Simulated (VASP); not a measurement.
# Li5NbO5 (C2/m) in VASP: notebook

Runs on Li5NbO5. Level: PBEsol. Tasks: single point.

Everything below comes from runs of VASP 6.6.1. Logs are shortened: lines on timing, memory, paths and dates and some standing lists are left out, and cuts for length are marked.

## 1. The cell of the first run

It takes space group C2/m (No. 12, monoclinic). The conventional cell has a = 9.774 Å, b = 4.031 Å, c = 5.840 Å, α = 90.00°, β = 108.77°, γ = 90.00°. Within 2.6 Å of Li (site symmetry m) lie 5 O at 1.95 to 2.38 Å. Within 2.6 Å of Li (site symmetry m) lie 5 O at 1.99 to 2.25 Å and 2 Li at 2.59 Å. Li (site symmetry 2/m) has 4 O at 1.98 to 2.14 Å within 2.6 Å. Nb (site symmetry 2/m) has 6 O at 1.98 to 2.02 Å within 2.6 Å. O (site symmetry m) has 5 Li at 1.95 to 2.06 Å and 1 Nb at 1.99 Å within 2.6 Å. O (site symmetry m) has 1 Nb at 1.98 Å and 5 Li at 1.99 to 2.14 Å within 2.6 Å. Within 2.7 Å of O (site symmetry 2/m) lie 2 Nb at 2.02 Å and 4 Li at 2.25 to 2.38 Å.

## 2. Single point, PBEsol (volume scaled by 1.03, then relaxed in part)

File INCAR:

```
ALGO     = Normal         # electronic algorithm
EDIFF    = 1E-7           # SCF threshold, eV
ENCUT    = 520            # plane-wave cutoff, eV
GGA      = PS             # functional
ISIF     = 2              # what is computed and relaxed
ISMEAR   = 0              # smearing method
LASPH    = T              # aspherical terms in the spheres
LCHARG   = T              # write CHGCAR
LELF     = T              # ELF
LREAL    = F              # projectors in reciprocal space
LVHAR    = T            
LWAVE    = F              # write WAVECAR
NBANDS   = 40             # bands
NELM     = 100            # most SCF steps
PREC     = Accurate       # precision mode
SIGMA    = 0.02           # smearing width, eV
```

File KPOINTS:

```
k-points
0
Gamma
  6 6 4
```

File POSCAR:

```
Li5NbO5
1.0
    4.8872449741     -2.0157041025      0.0042939170
    4.8872449741      2.0157041025      0.0042939170
   -1.8835436792      0.0000000000      5.5277440649
Li Nb O
5 1 5
Direct
    0.7133215937      0.7133215937      0.3435431067
    0.6915030264      0.6915030264      0.8644749111
    0.0000000000      0.0000000000      0.5000000000
    0.3084969736      0.3084969736      0.1355250889
    0.2866784063      0.2866784063      0.6564568933
    0.0000000000      0.0000000000      0.0000000000
    0.8551122031      0.8551122031      0.1730733660
    0.8432801598      0.8432801598      0.6845320163
    0.5000000000      0.5000000000      0.0000000000
    0.1567198402      0.1567198402      0.3154679837
    0.1448877969      0.1448877969      0.8269266340
```

Potentials or basis: VASP PAW PBE potentials, release 64 (Li_sv, Nb_sv, O).

Started as:

```
cat potpaw_PBE.64/Li_sv/POTCAR potpaw_PBE.64/Nb_sv/POTCAR potpaw_PBE.64/O/POTCAR > POTCAR
mpirun -np 1 vasp_std > vasp.out
```

OUTCAR:

```text
EDIFF = 1E-7
   ENCUT = 520
   GGA = PS
   ISIF = 2
   ISMEAR = 0
   LASPH = T
   LREAL = F
   NELM = 100
   PREC = Accurate

 ion  position               nearest neighbor table
   1  0.713  0.713  0.344-   7 1.95   8 1.99  10 2.08  10 2.08
   2  0.692  0.692  0.864-   7 1.99  11 2.06  11 2.06   8 2.08   9 2.25   4 2.59   4 2.59
   3  0.000  0.000  0.500-   7 1.98  11 1.98  10 2.14   8 2.14
   4  0.308  0.308  0.136-  11 1.99   7 2.06   7 2.06  10 2.08   9 2.25   2 2.59   2 2.59
   5  0.287  0.287  0.656-  11 1.95  10 1.99   8 2.08   8 2.08
   6  0.000  0.000  0.000-   8 1.98  10 1.98   7 1.99  11 1.99   9 2.02   9 2.02
   7  0.855  0.855  0.173-   1 1.95   3 1.98   6 1.99   2 1.99   4 2.06   4 2.06
   8  0.843  0.843  0.685-   6 1.98   1 1.99   2 2.08   5 2.08   5 2.08   3 2.14
   9  0.500  0.500  0.000-   6 2.02   6 2.02   2 2.25   4 2.25
  10  0.157  0.157  0.315-   6 1.98   5 1.99   4 2.08   1 2.08   1 2.08   3 2.14
  11  0.145  0.145  0.827-   5 1.95   3 1.98   6 1.99   4 1.99   2 2.06   2 2.06

  LATTYP: Found a base centered monoclinic cell.
 ALAT       =     9.7744937208
 B/A-ratio  =     0.4124416384
 C/A-ratio  =     0.5974566809
 COS(beta)  =    -0.3217018614

  Lattice vectors:

 A1 = (   4.8872449741,  -2.0157041025,   0.0042939170)
 A2 = (   4.8872449741,   2.0157041025,   0.0042939170)
 A3 = (  -1.8835436792,   0.0000000000,   5.5277440649)

Analysis of symmetry for initial positions (statically):
=====================================================================
 Subroutine PRICEL returns:
 Original cell was already a primitive cell.

 Routine SETGRP: Setting up the symmetry group for a
 base centered monoclinic supercell.

 Subroutine GETGRP returns: Found  4 space group operations
 (whereof  4 operations were pure point group operations)
 out of a pool of  4 trial point group operations.

The static configuration has the point symmetry C_2h.

Analysis of symmetry for dynamics (positions and initial velocities):
=====================================================================
 Subroutine PRICEL returns:
 Original cell was already a primitive cell.

 Routine SETGRP: Setting up the symmetry group for a
 base centered monoclinic supercell.

 Subroutine GETGRP returns: Found  4 space group operations
 (whereof  4 operations were pure point group operations)
 out of a pool of  4 trial point group operations.

The dynamic configuration has the point symmetry C_2h.

 Subroutine INISYM returns: Found  4 space group operations
 (whereof  4 operations are pure point group operations),
 and found     1 'primitive' translations

----------------------------------------------------------------------------------------

                                     Primitive cell

  volume of cell :     108.9429

  direct lattice vectors                    reciprocal lattice vectors
     4.887244974 -2.015704102  0.004293917     0.102276509 -0.248052281  0.034850071
     4.887244974  2.015704102  0.004293917     0.102276509  0.248052281  0.034850071
    -1.883543679  0.000000000  5.527744065    -0.000158896  0.000000000  0.180851483

  length of vectors
     5.286609963  5.286609963  5.839836576     0.270564125  0.270564125  0.180851553

  position of ions in fractional coordinates (direct lattice)
     0.713321594  0.713321594  0.343543107
     0.691503026  0.691503026  0.864474911
     0.000000000  0.000000000  0.500000000
     0.308496974  0.308496974  0.135525089
     0.286678406  0.286678406  0.656456893
     0.000000000  0.000000000  0.000000000
     0.855112203  0.855112203  0.173073366
     0.843280160  0.843280160  0.684532016
     0.500000000  0.500000000  0.000000000
     0.156719840  0.156719840  0.315467984
     0.144887797  0.144887797  0.826926634

  ion indices of the primitive-cell ions
   primitive index   ion index
                 1           1
                 2           2
                 3           3
                 4           4
                 5           5
                 6           6
                 7           7
                 8           8
                 9           9
                10          10
                11          11

----------------------------------------------------------------------------------------

 KPOINTS: k-points

Automatic generation of k-mesh.
 Grid dimensions read from file:
 generate k-points for:    6    6    4

 Generating k-lattice:

  Cartesian coordinates                     Fractional coordinates (reciprocal lattice)
     0.017046085 -0.041342047  0.005808345     0.166666667  0.000000000  0.000000000
     0.017046085  0.041342047  0.005808345     0.000000000  0.166666667  0.000000000
    -0.000039724  0.000000000  0.045212871     0.000000000  0.000000000  0.250000000

  Length of vectors
     0.045094021  0.045094021  0.045212888

  Shift w.r.t. Gamma in fractional coordinates (k-lattice)
     0.000000000  0.000000000  0.000000000

 Subroutine IBZKPT returns following result:
 ===========================================

 Found     47 irreducible k-points:

 Following reciprocal coordinates:
            Coordinates               Weight
  0.000000  0.000000  0.000000      1.000000
  0.166667 -0.000000  0.000000      4.000000
  0.333333  0.000000 -0.000000      4.000000
  0.500000 -0.000000 -0.000000      2.000000
  0.166667  0.166667  0.000000      2.000000
  0.333333  0.166667 -0.000000      4.000000
[... 16 lines left out ...]
 -0.333333  0.166667  0.250000      4.000000
 -0.166667  0.166667  0.250000      4.000000
 [... further k-points ...]
   k-points           NKPTS =     47   k-points in BZ     NKDIM =     47   number of bands    NBANDS=     40
   number of dos      NEDOS =    301   number of ions     NIONS =     11
   total plane-waves  NPLWV =  76800
   dimension x,y,z NGX =    40 NGY =   40 NGZ =   48
   dimension x,y,z NGXF=    80 NGYF=   80 NGZF=   96
   ions per type =               5   1   5
   NGX,Y,Z   is equivalent  to a cutoff of  12.58, 12.58, 13.66 a.u.
   NGXF,Y,Z  is equivalent  to a cutoff of  25.16, 25.16, 27.33 a.u.
 SYSTEM =  unknown system
   PREC   = accura    normal or accurate (medium, high low for compatibility)
   ISTART =      0    job   : 0-new  1-cont  2-samecut
   ICHARG =      2    charge: 1-file 2-atom 10-const
   ISPIN  =      1    spin polarized calculation?
   LNONCOLLINEAR =      F non collinear calculations
   LSORBIT =      F    spin-orbit coupling
   LASPH  =      T    aspherical Exc in radial PAW
   ENCUT  =  520.0 eV  38.22 Ry    6.18 a.u.   9.83  9.83 10.86*2*pi/ulx,y,z
   NELM   =    100;   NELMIN=  2; NELMDL= -5     # of ELM steps
   EDIFF  = 0.1E-06   stopping-criterion for ELM
   LREAL  =      F    real-space projection
   EDIFFG = 0.1E-05   stopping-criterion for IOM
   NSW    =      0    number of steps for IOM
   IBRION =     -1    ionic relax: 0-MD 1-quasi-New 2-CG
   NFREE  =      0    steps in history (QN), initial steepest desc. (CG)
   ISIF   =      2    stress and relaxation
   ISYM   =      2    0-nonsym 1-usesym 2-fastsym
   POTIM  = 0.5000    time-step for ionic-motion
   TEBEG  =    0.0;   TEEND  =   0.0 temperature during run
   PSTRESS=    0.0 pullay stress
   NELECT =      58.0000    total number of electrons
   NUPDOWN=      -1.0000    fix difference up-down
   EMIN   =  10.00;   EMAX   =-10.00  energy-range for DOS
   EFERMI =   0.00;   METHOD = LEGACY
   ISMEAR =     0;   SIGMA  =   0.02  broadening in eV -4-tet -1-fermi 0-gaus
   EFERMI_NEDOS =   21; number of points for ismear=-14 and -15
   IALGO  =     38    algorithm
   IMIX   =      4    mixing-type and parameters
     AMIX     =   0.40;   BMIX     =  1.00
     AMIX_MAG =   1.60;   BMIX_MAG =  1.00
  volume/ion in A,a.u.               =       9.90        66.83
  Fermi-wavevector in a.u.,A,eV,Ry     =   1.326838  2.507360 23.953043  1.760499
  Thomas-Fermi vector in A             =   2.456195
   LORBIT       =      0    0 simple, 1 ext, 2 COOP (PROOUT), +10 PAW based schemes
   GGA     = PS    functional components
   LHFCALC =     F    Hartree Fock is set to
   AEXX    =    0.0000 exact exchange contribution
   IVDW    =     0    specifies the selected vdW correction
   LEPSILON=     F    determine dielectric tensor
   LRPA    =     F    only Hartree local field effects (RPA)
 non-spin polarized calculation
 Gauss-broadening in eV      SIGMA  =   0.02
  energy-cutoff  :      520.00
  volume of cell :      108.94
 maximum number of plane-waves:      2954
   NGX = 19   NGY = 19   NGZ = 21

 number of electron      58.0000024 magnetization

 Free energy of the ion-electron system (eV)
  ---------------------------------------------------
  ext. energy  EPLUGINS =         0.00000000
  ---------------------------------------------------
  free energy    TOTEN  =       -72.37379237 eV

  energy without entropy =      -72.37379237  energy(sigma->0) =      -72.37379237

 E-fermi :   2.5788     XC(G=0): -10.0574

 val. band max:        2.3204816228   @ k =   0.5000  -0.0000   0.2500
 cond. band min:       5.4670139793   @ k =   0.0000   0.0000   0.0000
 fundamental gap:      3.1465323565
 Fermi energy:         2.5788055022

 k-point     1 :       0.0000    0.0000    0.0000
  band No.  band energies     occupation
      1     -51.9601      2.00000
      2     -40.3269      2.00000
      3     -40.0319      2.00000
      4     -39.9865      2.00000
      5     -39.7144      2.00000
      6     -39.6827      2.00000
[... 32 lines left out ...]
     39      12.2030      0.00000
     40      13.4337      0.00000

 k-point     2 :       0.1667   -0.0000    0.0000
  band No.  band energies     occupation
      1     -51.9595      2.00000
      2     -40.3268      2.00000
      3     -40.0285      2.00000
      4     -39.9892      2.00000
      5     -39.7124      2.00000
      6     -39.6849      2.00000
[... 935 lines left out ...]
     39      12.8287      0.00000
     40      12.9336      0.00000

 k-point    24 :      -0.1667    0.1667    0.2500
  band No.  band energies     occupation
      1     -51.9584      2.00000
      2     -40.3266      2.00000
      3     -40.0194      2.00000
      4     -39.9968      2.00000
      5     -39.7070      2.00000
      6     -39.6906      2.00000
[... 32 lines left out ...]
     39      12.7070      0.00000
     40      12.9560      0.00000

 [... further k-points ...]

------------------------ aborting loop because EDIFF is reached ----------------------------------------

  FORCE on cell =-STRESS in cart. coord.  units (eV):
  Direction    XX          YY          ZZ          XY          YZ          ZX
  --------------------------------------------------------------------------------------
  -------------------------------------------------------------------------------------
  Total       -1.9398618     -2.0718511     -1.9581348      0.0000000      0.0000000      0.0196400
  in kB      -28.5287379    -30.4698495    -28.7974723      0.0000000      0.0000000      0.2888369
  external PRESSURE =     -29.2653532 kB  Pullay stress =       0.0000000 kB

 VOLUME and BASIS-vectors are now :
 -----------------------------------------------------------------------------
  energy-cutoff  :      520.00
  volume of cell :      108.94
      direct lattice vectors                 reciprocal lattice vectors
     4.887244974 -2.015704102  0.004293917     0.102276509 -0.248052281  0.034850071
     4.887244974  2.015704102  0.004293917     0.102276509  0.248052281  0.034850071
    -1.883543679  0.000000000  5.527744065    -0.000158896  0.000000000  0.180851483

 POSITION                                       TOTAL-FORCE (eV/Angst)
 -----------------------------------------------------------------------------------
      6.32528      0.00000      1.90514        -0.017406     -0.000000      0.001597
      5.13081      0.00000      4.78453        -0.012114     -0.000000     -0.015908
     -0.94177      0.00000      2.76387         0.000000     -0.000000     -0.000000
      2.76013      0.00000      0.75180         0.012114     -0.000000      0.015908
      1.56567      0.00000      3.63119         0.017406     -0.000000     -0.001597
      0.00000      0.00000      0.00000         0.000000     -0.000000     -0.000000
      8.03229      0.00000      0.96405         0.017597     -0.000000     -0.013880
      6.95329      0.00000      3.79116         0.008620     -0.000000      0.013648
      4.88724      0.00000      0.00429         0.000000      0.000000     -0.000000
      0.93766      0.00000      1.74517        -0.008620     -0.000000     -0.013648
     -0.14135      0.00000      4.57228        -0.017597     -0.000000      0.013880
 -----------------------------------------------------------------------------------
    total drift:                                0.000000      0.000000     -0.000000

  FREE ENERGIE OF THE ION-ELECTRON SYSTEM (eV)
  ---------------------------------------------------
  free  energy   TOTEN  =       -72.3737923719 eV

  energy  without entropy=      -72.3737923719  energy(sigma->0) =      -72.37379237
```

It took 3.1 min on 1 thread of Intel Xeon Platinum 8559C (Emerald Rapids), shared host; peak memory 0.34 GiB.

What came out:

```
Free energy            : -72.3738 eV
Largest force          : 0.022 eV/Å
Band gap on the k mesh : 3.15 eV, indirect (least direct gap 3.23 eV)
```

Forces in eV/Å, atoms in the order of the input:
```
Li  -0.017  0.000  0.002
Li  -0.012  0.000 -0.016
Li   0.000  0.000  0.000
Li   0.012  0.000  0.016
Li   0.017  0.000 -0.002
Nb   0.000  0.000  0.000
O    0.018  0.000 -0.014
O    0.009  0.000  0.014
O    0.000  0.000  0.000
O   -0.009  0.000 -0.014
O   -0.018  0.000  0.014
```

Caveat: the cutoff is under 1.25 times the usual one of these potentials, so pressure, stress and relaxed cells hold a basis-set (Pulay) error; the PAW data sets were made with another functional, which shifts forces and pressure a little. A k mesh can miss the band edges.

## 3. Single point, PBEsol (volume scaled by 1.06, then relaxed in part)

File INCAR:

```
PREC     = Accurate       # precision mode
ENCUT    = 520            # plane-wave cutoff, eV
EDIFF    = 1E-6           # SCF threshold, eV
ISMEAR   = 0              # smearing method
SIGMA    = 0.02           # smearing width, eV
LREAL    = False          # projectors in reciprocal space
LASPH    = True           # aspherical terms in the spheres
NELM     = 100            # most SCF steps
ALGO     = Normal         # electronic algorithm
ISIF     = 2              # what is computed and relaxed
LWAVE    = False          # write WAVECAR
LCHARG   = False          # write CHGCAR
GGA      = PS             # functional
NBANDS   = 40             # bands
```

File KPOINTS:

```
Automatic mesh
0
Gamma
  6 6 4
```

File POSCAR:

```
Li5NbO5
1.0
    4.9500508454     -2.0265433832      0.0043108470
    4.9500508454      2.0265433832      0.0043108470
   -1.9077815625      0.0000000000      5.5865378985
Li Nb O
5 1 5
Direct
    0.7152463641      0.7152463641      0.3436807632
    0.6923997624      0.6923997624      0.8666734785
    0.0000000000      0.0000000000      0.5000000000
    0.3076002376      0.3076002376      0.1333265215
    0.2847536359      0.2847536359      0.6563192368
    0.0000000000      0.0000000000      0.0000000000
    0.8565336743      0.8565336743      0.1722747777
    0.8441886495      0.8441886495      0.6872648232
    0.5000000000      0.5000000000      0.0000000000
    0.1558113505      0.1558113505      0.3127351768
    0.1434663257      0.1434663257      0.8277252223
```

Potentials or basis: VASP PAW PBE potentials, release 64 (Li_sv, Nb_sv, O).

Started as:

```
cat potpaw_PBE.64/Li_sv/POTCAR potpaw_PBE.64/Nb_sv/POTCAR potpaw_PBE.64/O/POTCAR > POTCAR
mpirun -np 1 vasp_std > vasp.out
```

It took 2.7 min on 1 thread of Intel Xeon Platinum 8559C (Emerald Rapids), shared host; peak memory 0.35 GiB.

It converged, with:

```yaml
Free_energy: -72.2973 eV
Largest_force: 0.022 eV/Å
Band_gap_on_the_k_mesh: 3.11 eV, indirect (least direct gap 3.25 eV)
```

Forces in eV/Å, atoms in the order of the input:
```
Li  -0.015  0.000  0.001
Li  -0.010  0.000 -0.016
Li   0.000  0.000  0.000
Li   0.010  0.000  0.016
Li   0.015  0.000 -0.001
Nb   0.000  0.000  0.000
O    0.017  0.000 -0.013
O    0.006  0.000  0.012
O    0.000  0.000  0.000
O   -0.006  0.000 -0.012
O   -0.017  0.000  0.013
```

Levels at points of the mesh, in eV from the valence-band top:
```csv
k point,band 26,band 27,band 28,band 29,band 30,band 31,band 32,band 33
"(0.00, 0.00, 0.00)",-0.52,-0.31,-0.16,-0.13,3.11,3.40,4.19,4.52
"(0.50, 0.00, 0.00)",-0.47,-0.42,-0.13,-0.07,4.11,4.73,4.94,4.94
"(0.50, 0.50, 0.00)",-1.07,-1.04,-0.60,-0.14,3.20,3.54,3.59,5.38
"(0.00, 0.00, 0.50)",-1.09,-0.91,-0.60,-0.27,3.32,3.59,4.36,5.40
"(0.50, 0.00, 0.50)",-0.82,-0.52,-0.33,-0.14,4.30,4.70,4.88,5.56
"(0.50, 0.50, 0.50)",-0.65,-0.65,-0.58,-0.27,3.13,3.32,4.35,5.91
```

Caveat: the cutoff is under 1.25 times the usual one of these potentials, so pressure, stress and relaxed cells hold a basis-set (Pulay) error; the PAW data sets were made with another functional, which shifts forces and pressure a little. A k mesh can miss the band edges.
